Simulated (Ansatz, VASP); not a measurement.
# Zr in VASP and in Ansatz

```xyz
2
Lattice="0.0000 3.2740 3.2740 3.2740 0.0000 3.2740 3.2740 3.2740 0.0000" Properties=species:S:1:pos:R:3 pbc="T T T"
Zr    0.8185    0.8185    0.8185
Zr    5.7296    5.7296    5.7296
```

Alike in both runs: task single point; functional BLYP; k mesh 14 × 14 × 14; occupations fermi-dirac, width 0.1 eV; no spin polarisation.

|  | VASP | Ansatz |
| --- | --- | --- |
| version | VASP 6.6.1 | Ansatz 0.2.0 |
| potentials or method | VASP PAW PBE potentials, release 64 (Zr_sv), cutoff 520 eV | plane waves (420 eV) with PAW, scalar-relativistic |
| valence electrons in the cell | 24 | 24 |

```csv
,VASP,Ansatz,Ansatz less VASP
pressure (GPa),-1.0,-1.0,0.00
```

VASP's potentials were made for PBE, not for BLYP.
